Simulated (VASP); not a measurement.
Write the native input for VASP 6.6.1 that does the following.

```
Task                   : single point
Functional             : PBE
Potentials or basis    : VASP PAW PBE potentials, release 64 (Si, C)
Cutoff                 : 520 eV
k mesh                 : 6 × 6 × 1
Occupations            : gaussian, width 0.1 eV
Spin                   : no spin polarisation
Dipole correction      : no
Further INCAR settings : ALGO = Normal; EDIFF = 1e-06; NBANDS = 36
```

The structure of SiC lies in POSCAR:

```
SiC
1.0
    1.5389000200     -2.6675000200      0.0000000000
    1.5389000200      2.6675000200      0.0000000000
    0.0000000000      0.0000000000     15.1218996000
Si C
6 6
Direct
    0.6672999900      0.3327000100      0.6419999900
    0.3327000100      0.6672999900      0.1419999900
    0.0007000000      0.9993000000      0.9759000000
    0.9993000000      0.0007000000      0.4759000000
    0.3356999900      0.6643000100      0.8087600000
    0.6643000100      0.3356999900      0.3087600000
    0.9959999900      0.0040000100      0.8497000000
    0.0040000100      0.9959999900      0.3497000000
    0.6600000100      0.3399999900      0.5183000000
    0.3399999900      0.6600000100      0.0183000000
    0.3290000000      0.6710000000      0.6832000000
    0.6710000000      0.3290000000      0.1832000000
```

One way to write it, as run:

INCAR

```
SYSTEM = SiC
ALGO = Normal
EDIFF = 1E-6
ENCUT = 520
GGA = PE
ISIF = 2
ISMEAR = 0
LASPH = .TRUE.
LCHARG = .FALSE.
LREAL = .FALSE.
LWAVE = .FALSE.
NBANDS = 36
NELM = 80
PREC = Accurate
SIGMA = 0.1
```

KPOINTS

```
k-points
0
G
  6 6 1
  0 0 0
```

Potentials or basis: VASP PAW PBE potentials, release 64 (Si, C).

Command:

```sh
$ cat potpaw_PBE.64/Si/POTCAR potpaw_PBE.64/C/POTCAR > POTCAR
$ mpirun -np 1 vasp_std > vasp.out
```

It gave:

```json
{
  "Pressure": "3.3 GPa",
  "Largest force": "0.728 eV/Å",
  "Band gap on the k mesh": "1.87 eV (least direct gap 3.11 eV)"
}
```

Caveat: the cell stands under pressure.

It took 88 s on 1 thread of Intel Xeon 8259CL (shared host), peak memory 0.24 GiB.
